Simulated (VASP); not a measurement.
Wanted: the native input for a VASP 6.6.1 run.

* Task: single point
* Functional: PBE
* Potentials or basis: VASP PAW PBE potentials, release 64 (Mo_sv)
* Cutoff: 520 eV
* k mesh: 22 × 22 × 22
* Occupations: gaussian, width 0.15 eV
* Spin: no spin polarisation
* Dipole correction: no
* Further INCAR settings: ALGO = Fast; EDIFF = 1e-06; NBANDS = 13

The structure of Mo lies in POSCAR:

```
Mo
1.0
    0.0000000000      2.2618748894      1.5991455468
    2.2618748894      0.0000000000      1.5991455468
    2.2618748894      2.2618748894      0.0000000000
Mo
1
Direct
    0.0000000000      0.0000000000      0.0000000000
```

This cell differs from its parent crystal: ratio of the length along z to the lengths across it x 0.707, volume and fractional coordinates fixed.

These files were run (other wordings do the same):

INCAR

```
PREC = Accurate
ENCUT = 520
EDIFF = 1E-6
ISMEAR = 0
SIGMA = 0.15
LREAL = F
LASPH = T
NELM = 100
ALGO = Fast
ISIF = 2
LWAVE = F
LCHARG = T
GGA = PE
LELF = T
LVHAR = T
NBANDS = 13
```

KPOINTS

```
regular mesh
0
Gamma
  22 22 22
```

Potentials or basis: VASP PAW PBE potentials, release 64 (Mo_sv).

Launch:

```bash
$ cat potpaw_PBE.64/Mo_sv/POTCAR > POTCAR
$ mpirun -np 1 vasp_std > vasp.out
```

Results of the run:

```json
{
 "Pressure": "-8.1 GPa",
 "Band gap on the k mesh": "zero (band 7 reaches 15.60 eV, above the bottom of band 8 at 10.59 eV)"
}
```

It took 110 s on 1 thread of AMD EPYC 9R45 96-Core Processor (Zen 5) (shared host), peak memory 0.25 GiB.
